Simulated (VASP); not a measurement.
# Y3W (Pm-3m) in VASP: single point with PBE

Aim: the single point of Y3W with PBE.

Everything below comes from runs of VASP 6.6.1. Logs are shortened: lines on timing, memory, paths and dates and some standing lists are left out, and cuts for length are marked.

## 1. The cell of the first run

The structure is cubic, space group Pm-3m (No. 221). Conventional cell: a = 4.693 Å, b = 4.693 Å, c = 4.693 Å, α = 90.00°, β = 90.00°, γ = 90.00°. Y (site symmetry 4/mmm) has 8 Y at 3.32 Å and 4 W at 3.32 Å within 4.4 Å. W (site symmetry m-3m) has 12 Y at 3.32 Å within 4.4 Å.

## 2. Single point, PBE

Contents of INCAR:

```
SYSTEM = Y3W
PREC = Accurate
ENCUT = 520
EDIFF = 1E-6
ISMEAR = 0
SIGMA = 0.1
LREAL = .False.
LASPH = .True.
NELM = 60
ALGO = Fast
ISIF = 2
LWAVE = .False.
LCHARG = .False.
GGA = PE
NBANDS = 32
```

Contents of KPOINTS:

```
regular mesh
0
Gamma
  10 10 10
  0 0 0
```

Contents of POSCAR:

```
Y3W
1.0
    4.6934291611      0.0000000000      0.0000000000
    0.0000000000      4.6934291611      0.0000000000
    0.0000000000      0.0000000000      4.6934291611
Y W
3 1
Direct
    0.0000000000      0.5000000000      0.5000000000
    0.5000000000      0.0000000000      0.5000000000
    0.5000000000      0.5000000000      0.0000000000
    0.0000000000      0.0000000000      0.0000000000
```

Potentials or basis: VASP PAW PBE potentials, release 64 (Y_sv, W_sv).

Run with:

```bash
> cat potpaw_PBE.64/Y_sv/POTCAR potpaw_PBE.64/W_sv/POTCAR > POTCAR
> mpirun -np 1 vasp_std > vasp.out
```

OUTCAR:

```text
SYSTEM = Y3W
   PREC = Accurate
   ENCUT = 520
   EDIFF = 1E-6
   ISMEAR = 0
   LREAL = .False.
   LASPH = .True.
   NELM = 60
   ISIF = 2
   GGA = PE

 ion  position               nearest neighbor table
   1  0.000  0.500  0.500-   2 3.32   3 3.32   4 3.32   3 3.32   4 3.32   2 3.32   4 3.32   4 3.32
                             2 3.32   3 3.32   3 3.32   2 3.32
   2  0.500  0.000  0.500-   1 3.32   3 3.32   4 3.32   3 3.32   4 3.32   1 3.32   3 3.32   3 3.32
                             1 3.32   4 3.32   4 3.32   1 3.32
   3  0.500  0.500  0.000-   1 3.32   2 3.32   4 3.32   1 3.32   2 3.32   2 3.32   4 3.32   2 3.32
                             1 3.32   4 3.32   1 3.32   4 3.32
   4  0.000  0.000  0.000-   1 3.32   2 3.32   3 3.32   1 3.32   2 3.32   1 3.32   3 3.32   1 3.32
                             2 3.32   3 3.32   2 3.32   3 3.32

  LATTYP: Found a simple cubic cell.
 ALAT       =     4.6934291611

  Lattice vectors:

 A1 = (   4.6934291611,   0.0000000000,   0.0000000000)
 A2 = (   0.0000000000,   4.6934291611,   0.0000000000)
 A3 = (   0.0000000000,   0.0000000000,   4.6934291611)

Analysis of symmetry for initial positions (statically):
=====================================================================
 Subroutine PRICEL returns:
 Original cell was already a primitive cell.

 Routine SETGRP: Setting up the symmetry group for a
 simple cubic supercell.

 Subroutine GETGRP returns: Found 48 space group operations
 (whereof 48 operations were pure point group operations)
 out of a pool of 48 trial point group operations.

The static configuration has the point symmetry O_h .

Analysis of symmetry for dynamics (positions and initial velocities):
=====================================================================
 Subroutine PRICEL returns:
 Original cell was already a primitive cell.

 Routine SETGRP: Setting up the symmetry group for a
 simple cubic supercell.

 Subroutine GETGRP returns: Found 48 space group operations
 (whereof 48 operations were pure point group operations)
 out of a pool of 48 trial point group operations.

The dynamic configuration has the point symmetry O_h .

 Subroutine INISYM returns: Found 48 space group operations
 (whereof 48 operations are pure point group operations),
 and found     1 'primitive' translations

----------------------------------------------------------------------------------------

                                     Primitive cell

  volume of cell :     103.3882

  direct lattice vectors                    reciprocal lattice vectors
[... 95 lines left out ...]
   IBRION =     -1    ionic relax: 0-MD 1-quasi-New 2-CG
   NFREE  =      0    steps in history (QN), initial steepest desc. (CG)
   ISIF   =      2    stress and relaxation
   ISYM   =      2    0-nonsym 1-usesym 2-fastsym
   POTIM  = 0.5000    time-step for ionic-motion
   TEBEG  =    0.0;   TEEND  =   0.0 temperature during run
   PSTRESS=    0.0 pullay stress
   NELECT =      47.0000    total number of electrons
   NUPDOWN=      -1.0000    fix difference up-down
   EMIN   =  10.00;   EMAX   =-10.00  energy-range for DOS
   EFERMI =   0.00;   METHOD = LEGACY
   ISMEAR =     0;   SIGMA  =   0.10  broadening in eV -4-tet -1-fermi 0-gaus
   EFERMI_NEDOS =   21; number of points for ismear=-14 and -15
   IALGO  =     68    algorithm
   IMIX   =      4    mixing-type and parameters
     AMIX     =   0.40;   BMIX     =  1.00
     AMIX_MAG =   1.60;   BMIX_MAG =  1.00
  volume/ion in A,a.u.               =      25.85       174.42
  Fermi-wavevector in a.u.,A,eV,Ry     =   1.258782  2.378753 21.558868  1.584532
  Thomas-Fermi vector in A             =   2.392374
   LORBIT       =      0    0 simple, 1 ext, 2 COOP (PROOUT), +10 PAW based schemes
   GGA     = PE    functional components
   LHFCALC =     F    Hartree Fock is set to
   AEXX    =    0.0000 exact exchange contribution
   IVDW    =     0    specifies the selected vdW correction
   LEPSILON=     F    determine dielectric tensor
   LRPA    =     F    only Hartree local field effects (RPA)
 non-spin polarized calculation
 RMM-DIIS sequential band-by-band and
 Gauss-broadening in eV      SIGMA  =   0.10
  energy-cutoff  :      520.00
  volume of cell :      103.39
 maximum number of plane-waves:      2806
 NGX is ok and might be reduce to    36
   NGX = 17   NGY = 17   NGZ = 17

 number of electron      46.9999998 magnetization

 Free energy of the ion-electron system (eV)
  ---------------------------------------------------
  ext. energy  EPLUGINS =         0.00000000
  ---------------------------------------------------
  free energy    TOTEN  =       -30.24746435 eV

  energy without entropy =      -30.22802066  energy(sigma->0) =      -30.23774250

 E-fermi :   4.6310     XC(G=0): -10.5423

 val. band max:        4.6294020224   @ k =   0.4000   0.4000   0.0000
 cond. band min:       4.6321453713   @ k =   0.5000   0.4000   0.4000
 fundamental gap:      0.0027433489
 Fermi energy:         4.6309835756

 k-point     1 :       0.0000    0.0000    0.0000
  band No.  band energies     occupation
      1     -68.9858      2.00000
      2     -37.7407      2.00000
      3     -37.5731      2.00000
      4     -37.5731      2.00000
      5     -33.1364      2.00000
      6     -33.1364      2.00000
[... 829 lines left out ...]
     31       7.8565      0.00000
     32       8.2328      0.00000

 [... further k-points ...]

------------------------ aborting loop because EDIFF is reached ----------------------------------------

  FORCE on cell =-STRESS in cart. coord.  units (eV):
  Direction    XX          YY          ZZ          XY          YZ          ZX
  --------------------------------------------------------------------------------------
  -------------------------------------------------------------------------------------
  Total       -0.0990059     -0.0990059     -0.0990059      0.0000000      0.0000000     -0.0000000
  in kB       -1.5342664     -1.5342664     -1.5342664      0.0000000      0.0000000     -0.0000000
  external PRESSURE =      -1.5342664 kB  Pullay stress =       0.0000000 kB

 VOLUME and BASIS-vectors are now :
 -----------------------------------------------------------------------------
  energy-cutoff  :      520.00
  volume of cell :      103.39
      direct lattice vectors                 reciprocal lattice vectors
     4.693429161  0.000000000  0.000000000     0.213063832  0.000000000  0.000000000
     0.000000000  4.693429161  0.000000000     0.000000000  0.213063832  0.000000000
     0.000000000  0.000000000  4.693429161     0.000000000  0.000000000  0.213063832

 POSITION                                       TOTAL-FORCE (eV/Angst)
 -----------------------------------------------------------------------------------
      0.00000      2.34671      2.34671         0.000000      0.000000      0.000000
      2.34671      0.00000      2.34671         0.000000      0.000000      0.000000
      2.34671      2.34671      0.00000         0.000000      0.000000      0.000000
      0.00000      0.00000      0.00000         0.000000      0.000000      0.000000
 -----------------------------------------------------------------------------------
    total drift:                                0.000000      0.000000      0.000000

  FREE ENERGIE OF THE ION-ELECTRON SYSTEM (eV)
  ---------------------------------------------------
  free  energy   TOTEN  =       -30.2474643460 eV

  energy  without entropy=      -30.2280206636  energy(sigma->0) =      -30.23774250
```

OSZICAR:

```text
N       E                     dE             d eps       ncg     rms          rms(c)
DAV:   1     0.321686618656E+03    0.32169E+03   -0.23185E+04  3584   0.145E+03
DAV:   2    -0.566207595965E+01   -0.32735E+03   -0.31524E+03  3984   0.397E+02
DAV:   3    -0.301061929638E+02   -0.24444E+02   -0.23235E+02  6080   0.735E+01
[... 11 lines left out ...]
RMM:  15    -0.302474507873E+02   -0.13086E-04   -0.17831E-04  6173   0.420E-02    0.154E-02
RMM:  16    -0.302474594188E+02   -0.86314E-05   -0.82094E-05  5422   0.212E-02    0.648E-03
RMM:  17    -0.302474621843E+02   -0.27655E-05   -0.29563E-05  4518   0.127E-02    0.585E-03
RMM:  18    -0.302474638553E+02   -0.16710E-05   -0.16057E-05  3957   0.948E-03    0.290E-03
RMM:  19    -0.302474643460E+02   -0.49067E-06   -0.66946E-06  3203   0.695E-03
   1 F= -.30247464E+02 E0= -.30237743E+02  d E =-.194437E-01
```

Run time: 2.2 min. Hardware: 1 thread of AMD EPYC 9R45 (Zen 5), shared host; peak memory 0.3 GiB.

What came out:

```
Free energy : -30.2475 eV
Pressure    : -0.2 GPa
```

Levels at points of the mesh, in eV from the Fermi level:
| k point | band 20 | band 21 | band 22 | band 23 | band 24 | band 25 | band 26 | band 27 | band 28 | band 29 |
| --- | --- | --- | --- | --- | --- | --- | --- | --- | --- | --- |
| (0.00, 0.00, 0.00) | -2.49 | -1.75 | -1.75 | -1.75 | 1.27 | 1.27 | 1.27 | 2.72 | 2.72 | 2.72 |
| (0.50, 0.00, 0.00) | -1.27 | -0.98 | -0.48 | -0.48 | -0.04 | 0.10 | 0.10 | 0.30 | 2.13 | 2.47 |
| (0.50, 0.50, 0.00) | -1.60 | -0.54 | -0.51 | -0.51 | -0.08 | -0.07 | 0.44 | 0.59 | 0.59 | 0.67 |
| (0.50, 0.50, 0.50) | -2.48 | 0.20 | 0.20 | 0.92 | 0.92 | 0.92 | 0.93 | 0.93 | 0.93 | 1.38 |

Caveat: spin-orbit coupling is left out, which moves the levels of the heavy elements.
